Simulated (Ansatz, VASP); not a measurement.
## One calculation of CsH, two programs

Contents of INCAR:

```
SYSTEM = CsH
PREC = Accurate
ENCUT = 520
EDIFF = 1E-6
ISMEAR = 0
SIGMA = 0.02
LREAL = .FALSE.
LASPH = .TRUE.
NELM = 60
ALGO = Normal
ISIF = 2
LWAVE = .FALSE.
LCHARG = .FALSE.
GGA = CA
NBANDS = 12
```

KPOINTS

```
regular mesh
0
G
  8 8 8
  0 0 0
```

The input POSCAR:

```
CsH
1.0
    0.0000000000      3.0813292872      3.0813292872
    3.0813292872      0.0000000000      3.0813292872
    3.0813292872      3.0813292872      0.0000000000
Cs H
1 1
Direct
    0.0000000000      0.0000000000      0.0000000000
    0.5000000000      0.5000000000      0.5000000000
```

Input for Ansatz:

```yaml
crystal:
  lattice:
    - [0.0, 3.0813292872, 3.0813292872]
    - [3.0813292872, 0.0, 3.0813292872]
    - [3.0813292872, 3.0813292872, 0.0]
  atoms:
    - { symbol: Cs, position: [0.0, 0.0, 0.0] }
    - { symbol: H, position: [0.5, 0.5, 0.5] }
basis:
  ecutwfc: 420
kpoints:
  mp_grid: { grid: [8, 8, 8] }
hamiltonian:
  xc: lda
scf:
  occupations: { method: gaussian, width: 0.02 }
output:
  forces: true
  stress: true
  eigenvalues: true
```

Alike in both runs: task single point; functional LDA; k mesh 8 × 8 × 8; occupations gaussian, width 0.02 eV; no spin polarisation.

|  | VASP | Ansatz |
| --- | --- | --- |
| version | VASP 6.6.1 | Ansatz 0.2.0 |
| potentials or method | VASP PAW LDA potentials, release 64 (Cs_sv, H), cutoff 520 eV | scalar-relativistic, plane waves, PAW |
| valence electrons in the cell | 10 | 10 |

```tsv
	VASP	Ansatz	Ansatz less VASP
gap on the k mesh at the Fermi level (eV)	1.78	1.81	+0.025
least direct gap on the mesh (eV)	1.78	1.81	+0.025
pressure (GPa)	-0.3	-0.4	-0.05
```

LDA's correlation is that of Perdew and Zunger in VASP and of Perdew and Wang (1992) in Ansatz.

Spin-orbit coupling is off throughout.
